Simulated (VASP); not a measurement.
# K2HfSe3 (P-3m1) in VASP: notebook, part 2 of 2

VASP 6.6.1. The steps go on from the part before.

**4. Single point, PBE**

This run uses another cell than the first one, of 24.01 Å³/atom.

INCAR

```
SYSTEM = K2HfSe3
PREC = Accurate ; ENCUT = 520
EDIFF = 1E-7 ; ISMEAR = 0
SIGMA = 0.1 ; LREAL = .False.
LASPH = .True. ; NELM = 100
ALGO = Normal ; ISIF = 2
LWAVE = .False. ; LCHARG = .True.
GGA = PE ; LELF = .True.
LVHAR = .True. ; NBANDS = 32
```

KPOINTS

```
regular mesh
0
Gamma
  12 12 6
  0 0 0
```

POSCAR

```
K2HfSe3
1.0
    5.1958237697      0.0000000000      0.0000000000
   -2.5979118849      4.4997153782      0.0000000000
    0.0000000000      0.0000000000      6.1628531397
K Hf Se
2 1 3
Direct
    0.6666666667      0.3333333333      0.5986306676
    0.3333333333      0.6666666667      0.4013693324
    0.0000000000      0.0000000000      0.0000000000
    0.6666666667      0.3333333333      0.0844468558
    0.3333333333      0.6666666667      0.9155531442
    0.0000000000      0.0000000000      0.5000000000
```

Potentials or basis: VASP PAW PBE potentials, release 64 (K_sv, Hf_pv, Se).

Started as:

```console
$ cat potpaw_PBE.64/K_sv/POTCAR potpaw_PBE.64/Hf_pv/POTCAR potpaw_PBE.64/Se/POTCAR > POTCAR
$ mpirun -np 1 vasp_std > vasp.out
```

OUTCAR:

```text
SYSTEM = K2HfSe3
   PREC = Accurate
   ENCUT = 520
   EDIFF = 1E-7
   ISMEAR = 0
   LREAL = .False.
   LASPH = .True.
   NELM = 100
   ISIF = 2
   GGA = PE

 ion  position               nearest neighbor table
   1  0.667  0.333  0.599-   4 2.99   6 3.06   6 3.06   6 3.06   4 3.17   2 3.24   2 3.24   2 3.24

   2  0.333  0.667  0.401-   5 2.99   6 3.06   6 3.06   6 3.06   5 3.17   1 3.24   1 3.24   1 3.24

   3  0.000  0.000  0.000-   4 3.04   5 3.04   4 3.04   5 3.04   4 3.04   5 3.04   6 3.08   6 3.08

   4  0.667  0.333  0.084-   1 2.99   3 3.04   3 3.04   3 3.04   1 3.17
   5  0.333  0.667  0.916-   2 2.99   3 3.04   3 3.04   3 3.04   2 3.17
   6  0.000  0.000  0.500-   1 3.06   2 3.06   1 3.06   2 3.06   1 3.06   2 3.06   3 3.08   3 3.08

  LATTYP: Found a hexagonal cell.
 ALAT       =     5.1958237697
 C/A-ratio  =     1.1861166608

  Lattice vectors:

 A1 = (   5.1958237697,   0.0000000000,   0.0000000000)
 A2 = (  -2.5979118849,   4.4997153782,   0.0000000000)
 A3 = (   0.0000000000,   0.0000000000,   6.1628531397)

Analysis of symmetry for initial positions (statically):
=====================================================================
 Subroutine PRICEL returns:
 Original cell was already a primitive cell.

 Routine SETGRP: Setting up the symmetry group for a
 hexagonal supercell.

 Subroutine GETGRP returns: Found 12 space group operations
 (whereof 12 operations were pure point group operations)
 out of a pool of 24 trial point group operations.

The static configuration has the point symmetry D_3d.

Analysis of symmetry for dynamics (positions and initial velocities):
=====================================================================
 Subroutine PRICEL returns:
 Original cell was already a primitive cell.

 Routine SETGRP: Setting up the symmetry group for a
 hexagonal supercell.

 Subroutine GETGRP returns: Found 12 space group operations
 (whereof 12 operations were pure point group operations)
 out of a pool of 24 trial point group operations.

The dynamic configuration has the point symmetry D_3d.

 Subroutine INISYM returns: Found 12 space group operations
 (whereof 12 operations are pure point group operations),
 and found     1 'primitive' translations

----------------------------------------------------------------------------------------

                                     Primitive cell

  volume of cell :     144.0858

  direct lattice vectors                    reciprocal lattice vectors
     5.195823770  0.000000000  0.000000000     0.192462263  0.111118139  0.000000000
    -2.597911885  4.499715378  0.000000000     0.000000000  0.222236279  0.000000000
     0.000000000  0.000000000  6.162853140     0.000000000  0.000000000  0.162262507

  length of vectors
     5.195823770  5.195823770  6.162853140     0.222236279  0.222236279  0.162262507

  position of ions in fractional coordinates (direct lattice)
     0.666666667  0.333333333  0.598630668
     0.333333333  0.666666667  0.401369332
     0.000000000  0.000000000  0.000000000
     0.666666667  0.333333333  0.084446856
     0.333333333  0.666666667  0.915553144
     0.000000000  0.000000000  0.500000000

  ion indices of the primitive-cell ions
   primitive index   ion index
[... 36 lines left out ...]
  0.083333 -0.000000  0.000000      6.000000
  0.166667 -0.000000  0.000000      6.000000
  0.250000  0.000000  0.000000      6.000000
  0.333333 -0.000000  0.000000      6.000000
  0.416667 -0.000000  0.000000      6.000000
[... 16 lines left out ...]
  0.166667 -0.000000  0.166667      6.000000
  0.000000  0.166667  0.166667      6.000000
 [... further k-points ...]
   k-points           NKPTS =    100   k-points in BZ     NKDIM =    100   number of bands    NBANDS=     32
   number of dos      NEDOS =    301   number of ions     NIONS =      6
   total plane-waves  NPLWV =  76800
   dimension x,y,z NGX =    40 NGY =   40 NGZ =   48
   dimension x,y,z NGXF=    80 NGYF=   80 NGZF=   96
   ions per type =               2   1   3
   NGX,Y,Z   is equivalent  to a cutoff of  12.80, 12.80, 12.95 a.u.
   NGXF,Y,Z  is equivalent  to a cutoff of  25.60, 25.60, 25.90 a.u.
 SYSTEM =  K2HfSe3
   PREC   = accura    normal or accurate (medium, high low for compatibility)
   ISTART =      0    job   : 0-new  1-cont  2-samecut
   ICHARG =      2    charge: 1-file 2-atom 10-const
   ISPIN  =      1    spin polarized calculation?
   LNONCOLLINEAR =      F non collinear calculations
   LSORBIT =      F    spin-orbit coupling
   LASPH  =      T    aspherical Exc in radial PAW
   ENCUT  =  520.0 eV  38.22 Ry    6.18 a.u.   9.66  9.66 11.46*2*pi/ulx,y,z
   NELM   =    100;   NELMIN=  2; NELMDL= -5     # of ELM steps
   EDIFF  = 0.1E-06   stopping-criterion for ELM
   LREAL  =      F    real-space projection
   EDIFFG = 0.1E-05   stopping-criterion for IOM
   NSW    =      0    number of steps for IOM
   IBRION =     -1    ionic relax: 0-MD 1-quasi-New 2-CG
   NFREE  =      0    steps in history (QN), initial steepest desc. (CG)
   ISIF   =      2    stress and relaxation
   ISYM   =      2    0-nonsym 1-usesym 2-fastsym
   POTIM  = 0.5000    time-step for ionic-motion
   TEBEG  =    0.0;   TEEND  =   0.0 temperature during run
   PSTRESS=    0.0 pullay stress
   NELECT =      46.0000    total number of electrons
   NUPDOWN=      -1.0000    fix difference up-down
   EMIN   =  10.00;   EMAX   =-10.00  energy-range for DOS
   EFERMI =   0.00;   METHOD = LEGACY
   ISMEAR =     0;   SIGMA  =   0.10  broadening in eV -4-tet -1-fermi 0-gaus
   EFERMI_NEDOS =   21; number of points for ismear=-14 and -15
   IALGO  =     38    algorithm
   IMIX   =      4    mixing-type and parameters
     AMIX     =   0.40;   BMIX     =  1.00
     AMIX_MAG =   1.60;   BMIX_MAG =  1.00
  volume/ion in A,a.u.               =      24.01       162.06
  Fermi-wavevector in a.u.,A,eV,Ry     =   1.118889  2.114394 17.033306  1.251913
  Thomas-Fermi vector in A             =   2.255524
   LORBIT       =      0    0 simple, 1 ext, 2 COOP (PROOUT), +10 PAW based schemes
   GGA     = PE    functional components
   LHFCALC =     F    Hartree Fock is set to
   AEXX    =    0.0000 exact exchange contribution
   IVDW    =     0    specifies the selected vdW correction
   LEPSILON=     F    determine dielectric tensor
   LRPA    =     F    only Hartree local field effects (RPA)
 non-spin polarized calculation
 Gauss-broadening in eV      SIGMA  =   0.10
  energy-cutoff  :      520.00
  volume of cell :      144.09
 maximum number of plane-waves:      3904
 NGX is ok and might be reduce to    40
   NGX = 19   NGY = 19   NGZ = 23

 number of electron      46.0000000 magnetization

 Free energy of the ion-electron system (eV)
  ---------------------------------------------------
  ext. energy  EPLUGINS =         0.00000000
  ---------------------------------------------------
  free energy    TOTEN  =       -27.31750900 eV

  energy without entropy =      -27.31630819  energy(sigma->0) =      -27.31690860

 E-fermi :   3.5439     XC(G=0):  -9.6540

 val. band max:        3.4572614248   @ k =   0.5000   0.0000   0.0000
 cond. band min:       3.6206432167   @ k =   0.0833   0.0833   0.0000
 fundamental gap:      0.1633817919
 Fermi energy:         3.5439331465

 k-point     1 :       0.0000    0.0000    0.0000
  band No.  band energies     occupation
      1     -29.4030      2.00000
      2     -29.1327      2.00000
      3     -29.1327      2.00000
      4     -26.6284      2.00000
      5     -26.4492      2.00000
      6     -10.3963      2.00000
[... 829 lines left out ...]
     31       8.2970      0.00000
     32       8.6403      0.00000

 [... further k-points ...]

------------------------ aborting loop because EDIFF is reached ----------------------------------------

  FORCE on cell =-STRESS in cart. coord.  units (eV):
  Direction    XX          YY          ZZ          XY          YZ          ZX
  --------------------------------------------------------------------------------------
  -------------------------------------------------------------------------------------
  Total       -0.0220048     -0.0220048      0.0157533      0.0000000      0.0000000      0.0000000
  in kB       -0.2446851     -0.2446851      0.1751702      0.0000000      0.0000000      0.0000000
  external PRESSURE =      -0.1047334 kB  Pullay stress =       0.0000000 kB

 VOLUME and BASIS-vectors are now :
 -----------------------------------------------------------------------------
  energy-cutoff  :      520.00
  volume of cell :      144.09
      direct lattice vectors                 reciprocal lattice vectors
     5.195823770  0.000000000  0.000000000     0.192462263  0.111118139  0.000000000
    -2.597911885  4.499715378  0.000000000     0.000000000  0.222236279  0.000000000
     0.000000000  0.000000000  6.162853140     0.000000000  0.000000000  0.162262507

 POSITION                                       TOTAL-FORCE (eV/Angst)
 -----------------------------------------------------------------------------------
      2.59791      1.49991      3.68927         0.000000      0.000000      0.003701
     -0.00000      2.99981      2.47358        -0.000000      0.000000     -0.003701
      0.00000      0.00000      0.00000         0.000000      0.000000      0.000000
      2.59791      1.49991      0.52043         0.000000     -0.000000     -0.007746
     -0.00000      2.99981      5.64242        -0.000000      0.000000      0.007746
      0.00000      0.00000      3.08143         0.000000      0.000000      0.000000
 -----------------------------------------------------------------------------------
    total drift:                                0.000000     -0.000000     -0.000000

  FREE ENERGIE OF THE ION-ELECTRON SYSTEM (eV)
  ---------------------------------------------------
  free  energy   TOTEN  =       -27.3175089994 eV

  energy  without entropy=      -27.3163081934  energy(sigma->0) =      -27.31690860
```

It took 5.3 min on 1 thread of Intel Xeon 6975P-C (Granite Rapids), shared host; peak memory 0.57 GiB.

Results:

| Quantity | Value |
| --- | --- |
| Free energy | -27.3175 eV |
| Pressure | 0.0 GPa |
| Largest force | 0.008 eV/Å |
| Band gap on the k mesh | zero (bands 23 and 24 overlap by 0.11 eV) |

Forces on the atoms (eV/Å):
```
K    0.000  0.000  0.004
K    0.000  0.000 -0.004
Hf   0.000  0.000  0.000
Se   0.000  0.000 -0.008
Se   0.000  0.000  0.008
Se   0.000  0.000  0.000
```

Caveat: spin-orbit coupling is left out, which moves the levels of the heavy elements.

**5. Summary**

```tsv
task	cell	k mesh	cutoff (eV)	gap on the mesh (eV)	pressure (GPa)	relaxed volume (Å³/atom)	largest force (eV/Å)
relaxation of cell and atoms	relaxed from a = 4.681, b = 4.681, c = 7.843 Å, angles 90.0, 90.0, 120.0°, 6 atoms, atomic positions A	6 × 6 × 2	600	none	0.0	24.08	0.04
relaxation of cell and atoms	relaxed from a = 5.182, b = 5.182, c = 6.216 Å, angles 90.0, 90.0, 120.0°, 6 atoms, atomic positions B	6 × 6 × 4	600	none	-0.1	24.08	0.04
single point	a = 5.196, b = 5.196, c = 6.163 Å, angles 90.0, 90.0, 120.0°, 6 atoms, atomic positions C	12 × 12 × 6	520	none	0.0	-	0.01
```

Alike in all rows: level PBE; potentials or basis VASP PAW PBE potentials, release 64 (K_sv, Hf_pv, Se); no spin polarisation; smearing gaussian 0.1 eV.

Caveats: some runs use coarse meshes; spin-orbit coupling is left out, which moves the levels of the heavy elements; a cell axis changed by over 15 % at a fixed basis, so the end point is rough (at least some runs).

Absolute energies hang on the potentials; compare differences alone.

The gap in the log of VASP goes by the Fermi energy; the results here count the filled bands.